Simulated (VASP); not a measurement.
# SnPt3 (P4/mmm) in VASP: notebook, part 2 of 2

VASP 6.6.1. The steps go on from the part before.

## Step 3: Electric field gradients, LDA (equal xx and yy strain of -2 %)

Input file INCAR:

```
SYSTEM = SnPt3
PREC = Accurate ; ENCUT = 400
EDIFF = 1E-8 ; ISMEAR = -1
SIGMA = 0.05 ; LREAL = .FALSE.
LASPH = .TRUE. ; NELM = 120
ALGO = Normal ; ISIF = 2
LWAVE = .FALSE. ; LCHARG = .FALSE.
LEFG = .TRUE. ; NBANDS = 30
GGA_COMPAT = .FALSE.
```

Input file KPOINTS:

```
Automatic mesh
0
G
  8 8 8
  0 0 0
```

Input file POSCAR:

```
SnPt3
1.0
    3.9200000000      0.0000000000      0.0000000000
    0.0000000000      3.9200000000      0.0000000000
    0.0000000000      0.0000000000      4.0000000000
Sn Pt
1 3
Direct
    0.0000000000      0.0000000000      0.0000000000
    0.0000000000      0.5000000000      0.5000000000
    0.5000000000      0.0000000000      0.5000000000
    0.5000000000      0.5000000000      0.0000000000
```

Potentials or basis: VASP PAW LDA potentials, release 64 (Sn_d, Pt).

The run is started by

```console
> cat potpaw_LDA.64/Sn_d/POTCAR potpaw_LDA.64/Pt/POTCAR > POTCAR
> mpirun -np 1 vasp_std > vasp.out
```

OUTCAR:

```text
SYSTEM = SnPt3
   PREC = Accurate
   ENCUT = 400
   EDIFF = 1E-8
   ISMEAR = -1
   LREAL = .FALSE.
   LASPH = .TRUE.
   NELM = 120
   ISIF = 2

 ion  position               nearest neighbor table
   1  0.000  0.000  0.000-   4 2.77   4 2.77   4 2.77   4 2.77   3 2.80   2 2.80   3 2.80   2 2.80
                             3 2.80   2 2.80   3 2.80   2 2.80
   2  0.000  0.500  0.500-   3 2.77   3 2.77   3 2.77   3 2.77   4 2.80   1 2.80   1 2.80   1 2.80
                             4 2.80   4 2.80   4 2.80   1 2.80
   3  0.500  0.000  0.500-   2 2.77   2 2.77   2 2.77   2 2.77   4 2.80   1 2.80   4 2.80   4 2.80
                             1 2.80   4 2.80   1 2.80   1 2.80
   4  0.500  0.500  0.000-   1 2.77   1 2.77   1 2.77   1 2.77   3 2.80   2 2.80   3 2.80   3 2.80
                             3 2.80   2 2.80   2 2.80   2 2.80

  LATTYP: Found a simple tetragonal cell.
 ALAT       =     3.9200000000
 C/A-ratio  =     1.0204081633

  Lattice vectors:

 A1 = (   3.9200000000,   0.0000000000,   0.0000000000)
 A2 = (   0.0000000000,   3.9200000000,   0.0000000000)
 A3 = (   0.0000000000,   0.0000000000,   4.0000000000)

Analysis of symmetry for initial positions (statically):
=====================================================================
 Subroutine PRICEL returns:
 Original cell was already a primitive cell.

 Routine SETGRP: Setting up the symmetry group for a
 simple tetragonal supercell.

 Subroutine GETGRP returns: Found 16 space group operations
 (whereof 16 operations were pure point group operations)
 out of a pool of 16 trial point group operations.

The static configuration has the point symmetry D_4h.

Analysis of symmetry for dynamics (positions and initial velocities):
[... 967 lines left out ...]
  Direction    XX          YY          ZZ          XY          YZ          ZX
  --------------------------------------------------------------------------------------
  -------------------------------------------------------------------------------------
  Total        3.2704823      3.2704823      2.1400401      0.0000000      0.0000000      0.0000000
  in kB       85.2491889     85.2491889     55.7828076      0.0000000      0.0000000      0.0000000
  external PRESSURE =      75.4270618 kB  Pullay stress =       0.0000000 kB

 VOLUME and BASIS-vectors are now :
 -----------------------------------------------------------------------------
  energy-cutoff  :      400.00
  volume of cell :       61.47
      direct lattice vectors                 reciprocal lattice vectors
     3.920000000  0.000000000  0.000000000     0.255102041  0.000000000  0.000000000
     0.000000000  3.920000000  0.000000000     0.000000000  0.255102041  0.000000000
     0.000000000  0.000000000  4.000000000     0.000000000  0.000000000  0.250000000

 POSITION                                       TOTAL-FORCE (eV/Angst)
 -----------------------------------------------------------------------------------
      0.00000      0.00000      0.00000         0.000000      0.000000      0.000000
      0.00000      1.96000      2.00000         0.000000      0.000000      0.000000
      1.96000      0.00000      2.00000         0.000000      0.000000      0.000000
      1.96000      1.96000      0.00000         0.000000      0.000000      0.000000
 -----------------------------------------------------------------------------------
    total drift:                               -0.000000      0.000000      0.000000

  FREE ENERGIE OF THE ION-ELECTRON SYSTEM (eV)
  ---------------------------------------------------
  free  energy   TOTEN  =       -28.5389347930 eV

  energy  without entropy=      -28.5281727339  energy(sigma->0) =      -28.53355376

 Electric field gradients (V/A^2)
---------------------------------------------------------------------
 ion       V_xx      V_yy      V_zz      V_xy      V_xz      V_yz
---------------------------------------------------------------------
   1      -5.198    -5.198    10.396     0.000    -0.000    -0.000
   2    -159.271    68.144    91.127     0.000    -0.000    -0.000
   3      68.144  -159.271    91.127     0.000     0.000     0.000
   4      72.018    72.018  -144.035     0.000    -0.000     0.000
---------------------------------------------------------------------

 Electric field gradients after diagonalization (V/A^2)
 (convention: |V_zz| > |V_xx| > |V_yy|)
----------------------------------------------------------------------
 ion       V_xx      V_yy      V_zz     asymmetry (V_yy - V_xx)/ V_zz
----------------------------------------------------------------------
   1      -5.198    -5.198    10.396       0.000
   2      91.127    68.144  -159.271       0.144
   3      91.127    68.144  -159.271       0.144
   4      72.018    72.018  -144.035       0.000
----------------------------------------------------------------------

           NMR quadrupolar parameters

 Cq : quadrupolar parameter    Cq=e*Q*V_zz/h
 eta: asymmetry parameters     (V_yy - V_xx)/ V_zz
 Q  : nuclear electric quadrupole moment in mb (millibarn)
----------------------------------------------------------------------
 ion       Cq(MHz)       eta       Q (mb)
----------------------------------------------------------------------
   1       0.025       0.000       1.000
   2      -0.385       0.144       1.000
   3      -0.385       0.144       1.000
   4      -0.348       0.000       1.000
----------------------------------------------------------------------
```

OSZICAR:

```text
N       E                     dE             d eps       ncg     rms          rms(c)
DAV:   1     0.352103687293E+03    0.35210E+03   -0.17835E+04  4894   0.168E+03
DAV:   2     0.556006329913E+01   -0.34654E+03   -0.32674E+03  4736   0.460E+02
DAV:   3    -0.286126596289E+02   -0.34173E+02   -0.33163E+02  5012   0.118E+02
DAV:   4    -0.295963485163E+02   -0.98369E+00   -0.98112E+00  5166   0.204E+01
DAV:   5    -0.296237517766E+02   -0.27403E-01   -0.27401E-01  5554   0.360E+00    0.215E+01
DAV:   6    -0.286997923568E+02    0.92396E+00   -0.20424E+00  5058   0.944E+00    0.108E+01
DAV:   7    -0.285552832219E+02    0.14451E+00   -0.16409E-01  6110   0.441E+00    0.395E+00
DAV:   8    -0.285404332734E+02    0.14850E-01   -0.21191E-02  6082   0.101E+00    0.318E-01
DAV:   9    -0.285390164286E+02    0.14168E-02   -0.55839E-03  5846   0.865E-01    0.105E-01
DAV:  10    -0.285389406686E+02    0.75760E-04   -0.57745E-04  5188   0.215E-01    0.310E-02
DAV:  11    -0.285389349676E+02    0.57011E-05   -0.31445E-05  6182   0.687E-02    0.133E-02
DAV:  12    -0.285389348256E+02    0.14191E-06   -0.31439E-06  6340   0.147E-02    0.326E-03
DAV:  13    -0.285389347949E+02    0.30706E-07   -0.26422E-07  5274   0.511E-03    0.111E-03
DAV:  14    -0.285389347930E+02    0.19854E-08   -0.16931E-08  3168   0.156E-03
   1 F= -.28538935E+02 E0= -.28533554E+02  d E =-.107621E-01
```

stdout:

```text
POSCAR found type information on POSCAR SnPt
 POSCAR found :  2 types and       4 ions
 scaLAPACK will be used
 LDA part: xc-table for (Slater(with rela. corr.)+CA(PZ))
 , standard interpolation
 POSCAR, INCAR and KPOINTS ok, starting setup
 FFT: planning ... GRIDC
 FFT: planning ... GRID_SOFT
 FFT: planning ... GRID
 WAVECAR not read
 entering main loop
ion   1

ion   2

ion   3

ion   4
```

It took 2.4 min on 1 thread of Intel Xeon 8259CL, shared host; peak memory 0.2 GiB.

What came out:

| Item | Value |
| --- | --- |
| Free energy | -28.5389 eV |
| Pressure | 7.5 GPa |
| Band gap on the k mesh | zero (bands 22 and 23 overlap by 0.59 eV) |
| Largest electric field gradient by atom | Sn +10.4; Pt -159.3, -144.0 (each value once) V/Å² |

Electric field gradients, principal values (V/Å²):
```
atom   least  middle  greatest (by size)
1 Sn  -5.198  -5.198              10.396
2 Pt  68.144  91.127            -159.271
3 Pt  68.144  91.127            -159.271
4 Pt  72.018  72.018            -144.035
```

Caveat: the cell differs from its parent crystal (equal xx and yy strain of -2 %); the cell stands under pressure; without QUAD_EFG the Cq values of the log hold for a quadrupole moment of 1 mb, not for the nuclei; spin-orbit coupling is left out, which moves the levels of the heavy elements.

## Step 4: Electric field gradients, LDA (equal xx and yy strain of -1 %)

Input file INCAR:

```
PREC = Accurate ; ENCUT = 400
EDIFF = 1E-8 ; ISMEAR = -1
SIGMA = 0.05 ; LREAL = False
LASPH = True ; NELM = 120
ALGO = Normal ; ISIF = 2
LWAVE = False ; LCHARG = False
LEFG = True ; NBANDS = 30
GGA_COMPAT = False
```

Input file KPOINTS:

```
regular mesh
0
Gamma
  8 8 8
```

POSCAR: that of step 3 with these lines changed.

```diff
@@ -2,4 +2,4 @@
 1.0
-    3.9200000000      0.0000000000      0.0000000000
-    0.0000000000      3.9200000000      0.0000000000
+    3.9600000000      0.0000000000      0.0000000000
+    0.0000000000      3.9600000000      0.0000000000
     0.0000000000      0.0000000000      4.0000000000
```

Potentials or basis: VASP PAW LDA potentials, release 64 (Sn_d, Pt).

The run is started by

```console
> cat potpaw_LDA.64/Sn_d/POTCAR potpaw_LDA.64/Pt/POTCAR > POTCAR
> mpirun -np 1 vasp_std > vasp.out
```

OUTCAR:

```text
PREC = Accurate
   ENCUT = 400
   EDIFF = 1E-8
   ISMEAR = -1
   LREAL = False
   LASPH = True
   NELM = 120
   ISIF = 2

 ion  position               nearest neighbor table
   1  0.000  0.000  0.000-   4 2.80   4 2.80   4 2.80   4 2.80   3 2.81   2 2.81   3 2.81   2 2.81
                             3 2.81   2 2.81   3 2.81   2 2.81
   2  0.000  0.500  0.500-   3 2.80   3 2.80   3 2.80   3 2.80   4 2.81   1 2.81   1 2.81   1 2.81
                             4 2.81   4 2.81   4 2.81   1 2.81
   3  0.500  0.000  0.500-   2 2.80   2 2.80   2 2.80   2 2.80   4 2.81   1 2.81   4 2.81   4 2.81
                             1 2.81   4 2.81   1 2.81   1 2.81
   4  0.500  0.500  0.000-   1 2.80   1 2.80   1 2.80   1 2.80   3 2.81   2 2.81   3 2.81   3 2.81
                             3 2.81   2 2.81   2 2.81   2 2.81

  LATTYP: Found a simple tetragonal cell.
 ALAT       =     3.9600000000
 C/A-ratio  =     1.0101010101

  Lattice vectors:

 A1 = (   3.9600000000,   0.0000000000,   0.0000000000)
 A2 = (   0.0000000000,   3.9600000000,   0.0000000000)
 A3 = (   0.0000000000,   0.0000000000,   4.0000000000)

Analysis of symmetry for initial positions (statically):
[... 1001 lines left out ...]
      1.98000      0.00000      2.00000         0.000000      0.000000      0.000000
      1.98000      1.98000      0.00000         0.000000      0.000000      0.000000
 -----------------------------------------------------------------------------------
    total drift:                                0.000000      0.000000      0.000000

  FREE ENERGIE OF THE ION-ELECTRON SYSTEM (eV)
  ---------------------------------------------------
  free  energy   TOTEN  =       -28.5827773505 eV

  energy  without entropy=      -28.5725830785  energy(sigma->0) =      -28.57768021

 Electric field gradients (V/A^2)
---------------------------------------------------------------------
 ion       V_xx      V_yy      V_zz      V_xy      V_xz      V_yz
---------------------------------------------------------------------
   1      -2.462    -2.462     4.924    -0.000     0.000     0.000
   2    -152.190    70.641    81.549    -0.000     0.000    -0.000
   3      70.641  -152.190    81.549    -0.000     0.000     0.000
   4      72.486    72.486  -144.973     0.000     0.000     0.000
---------------------------------------------------------------------

 Electric field gradients after diagonalization (V/A^2)
 (convention: |V_zz| > |V_xx| > |V_yy|)
----------------------------------------------------------------------
 ion       V_xx      V_yy      V_zz     asymmetry (V_yy - V_xx)/ V_zz
----------------------------------------------------------------------
   1      -2.462    -2.462     4.924       0.000
   2      81.549    70.641  -152.190       0.072
   3      81.549    70.641  -152.190       0.072
   4      72.486    72.486  -144.973       0.000
----------------------------------------------------------------------

           NMR quadrupolar parameters

 Cq : quadrupolar parameter    Cq=e*Q*V_zz/h
 eta: asymmetry parameters     (V_yy - V_xx)/ V_zz
 Q  : nuclear electric quadrupole moment in mb (millibarn)
----------------------------------------------------------------------
 ion       Cq(MHz)       eta       Q (mb)
----------------------------------------------------------------------
   1       0.012       0.000       1.000
   2      -0.368       0.072       1.000
   3      -0.368       0.072       1.000
   4      -0.351       0.000       1.000
----------------------------------------------------------------------
```

Wall time 2.6 min (1 thread of Intel Xeon 8259CL, shared host); peak memory 0.2 GiB.

Results:

| Property | Result |
| --- | --- |
| Free energy | -28.5828 eV |
| Pressure | 2.0 GPa |
| Band gap on the k mesh | zero (bands 22 and 23 overlap by 0.52 eV) |
| Largest electric field gradient by atom | Sn +4.9; Pt -152.2, -145.0 (each value once) V/Å² |

Levels at points of the mesh, in eV from the Fermi level:
| k point | band 19 | band 20 | band 21 | band 22 | band 23 | band 24 | band 25 | band 26 |
| --- | --- | --- | --- | --- | --- | --- | --- | --- |
| (0.00, 0.00, 0.00) | -1.30 | -1.21 | -0.40 | 0.12 | 0.12 | 0.22 | 3.06 | 6.34 |
| (0.50, 0.00, 0.00) | -2.59 | -2.43 | -1.18 | 0.13 | 1.84 | 3.94 | 4.06 | 5.34 |
| (0.50, 0.50, 0.00) | -2.66 | -2.12 | -1.96 | -1.58 | 1.01 | 1.01 | 5.11 | 6.79 |
| (0.00, 0.00, 0.50) | -2.54 | -2.46 | -1.10 | 0.22 | 1.94 | 3.91 | 3.91 | 5.45 |
| (0.50, 0.00, 0.50) | -2.68 | -2.18 | -2.01 | -1.61 | 0.93 | 0.93 | 5.22 | 6.86 |
| (0.50, 0.50, 0.50) | -2.20 | -2.11 | -0.82 | -0.35 | -0.30 | -0.30 | 0.98 | 3.70 |

Electric field gradients, principal values (V/Å²):
```
atom   least  middle  greatest (by size)
1 Sn  -2.462  -2.462               4.924
2 Pt  70.641  81.549            -152.190
3 Pt  70.641  81.549            -152.190
4 Pt  72.486  72.486            -144.973
```

Caveat: the cell differs from its parent crystal (equal xx and yy strain of -1 %); without QUAD_EFG the Cq values of the log hold for a quadrupole moment of 1 mb, not for the nuclei; spin-orbit coupling is left out, which moves the levels of the heavy elements.
